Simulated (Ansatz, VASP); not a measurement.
One calculation of LiBe2, two programs

File INCAR:

```
SYSTEM = LiBe2
ALGO = Normal
EDIFF = 1E-7
EDIFFG = -0.025
ENCUT = 600
GGA = PE
IBRION = 2
ISIF = 3
ISMEAR = 0
LASPH = .True.
LCHARG = .False.
LREAL = .False.
LWAVE = .False.
NELM = 60
NSW = 80
PREC = Accurate
SIGMA = 0.2
```

File KPOINTS:

```
k-points
0
Gamma
  10 6 4
  0 0 0
```

POSCAR

```
LiBe2
1.0
   -0.0205865555      0.0046366922      2.1754451147
    3.8549762065     -0.0332150468     -0.0359919046
   -0.0575301487      6.6608557180      0.0140407413
Li Be
2 4
Direct
    0.9756819868      0.4813260633      0.4984992923
    0.0004799153      0.0175673390      0.0114007831
    0.7317340379      0.5086260931      0.1724589189
    0.7378044543      0.0015834904      0.6561634259
    0.2903943146      0.0054234708      0.3281151925
    0.2639052911      0.4854735434      0.8333623873
```

Input for Ansatz:

```yaml
crystal:
  lattice:
    - [-0.0205865555, 0.0046366922, 2.1754451147]
    - [3.8549762065, -0.0332150468, -0.0359919046]
    - [-0.0575301487, 6.660855718, 0.0140407413]
  atoms:
    - { symbol: Li, position: [0.9756819868, 0.4813260633, 0.4984992923] }
    - { symbol: Li, position: [0.0004799153, 0.017567339, 0.0114007831] }
    - { symbol: Be, position: [0.7317340379, 0.5086260931, 0.1724589189] }
    - { symbol: Be, position: [0.7378044543, 0.0015834904, 0.6561634259] }
    - { symbol: Be, position: [0.2903943146, 0.0054234708, 0.3281151925] }
    - { symbol: Be, position: [0.2639052911, 0.4854735434, 0.8333623873] }
basis:
  ecutwfc: 420
kpoints:
  mp_grid: { grid: [10, 6, 4] }
hamiltonian:
  xc: pbe
scf:
  occupations: { method: gaussian, width: 0.2 }
  lower_state_search: "off"
output:
  forces: true
  stress: true
  eigenvalues: true
relax:
  adjacent_minimum: "off"
  f_tol: 0.025
  max_steps: 60
  cell: { stress_tol: 0.25 }
```

Change from the starting cell: cell x2, atoms moved at random (sigma 0.05 Å) and cell strained at random (1.5 %), then relaxed without symmetry.

Alike in both runs: task relaxation of cell and atoms; functional PBE; k mesh 10 × 6 × 4; occupations gaussian, width 0.2 eV; no spin polarisation.

|  | VASP | Ansatz |
| --- | --- | --- |
| version | VASP 6.6.1 | Ansatz 0.2.0 |
| potentials or method | VASP PAW PBE potentials, release 64 (Li_sv, Be), cutoff 600 eV | scalar-relativistic, plane waves, PAW |
| valence electrons in the cell | 14 | 14 |

Ansatz gave:

| Item | Value |
| --- | --- |
| gap on the k mesh at the Fermi level, each at its own relaxed structure (eV) | none |
| relaxed volume (Å³/atom) | 9.37 |
| relaxed cell length with the largest relative difference (Å) | 3.841 |

Q: Which values does VASP return?

A: gap on the k mesh at the Fermi level, each at its own relaxed structure (eV): none; relaxed volume (Å³/atom): 9.38; relaxed cell length with the largest relative difference (Å): 3.843.

A gap of «none» marks a metal or a gap that the smearing closes.

Noted on VASP's run: the cutoff is short for stress, so the pressure is rough.
